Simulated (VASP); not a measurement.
**BaTe: vibrations by perturbation theory with PBE**

BaTe:

```
Ba Te
1.0
     0.00000    3.53256    3.53256
     3.53256    0.00000    3.53256
     3.53256    3.53256    0.00000
Ba Te
1 1
Direct
  0.00000 0.00000 0.00000
  0.50000 0.50000 0.50000
```

```yaml
Program: VASP 6.6.1
Task: vibrations by perturbation theory
Functional: PBE
Potentials_or_basis: VASP PAW PBE potentials, release 64 (Ba_sv, Te)
Cutoff: 520 eV
k_mesh: 8 × 8 × 8
Occupations: gaussian, width 0.01 eV
Spin: no spin polarisation
Dipole_correction: no
Further_INCAR_settings: ALGO = Normal; EDIFF = 1e-08; IBRION = 8; NSW = 1
```

The electronic dielectric tensor (diagonal) is 6.04 and the born charges (mean of the diagonal) is Ba +2.60; Te -2.60 e. The highest phonon frequency at Γ, LO-TO splitting left out is 91 cm⁻¹.

Phonon frequencies in cm⁻¹ (negative: imaginary):
| q point | frequencies |
| --- | --- |
| (0.000, 0.000, 0.000) | 0 0 0 91 91 91 |

Electronic dielectric tensor:
```
6.04 0.00 0.00
0.00 6.04 0.00
0.00 0.00 6.04
```

Born effective charge tensors (e):
atom 1, Ba
```
2.60 0.00 0.00
0.00 2.60 0.00
0.00 0.00 2.60
```
atom 2, Te
```
-2.60  0.00  0.00
 0.00 -2.60  0.00
 0.00  0.00 -2.60
```

It took 6.1 min on 1 thread of Intel(R) Xeon(R) 6975P-C (Granite Rapids), on a shared host, peak memory 0.41 GiB.
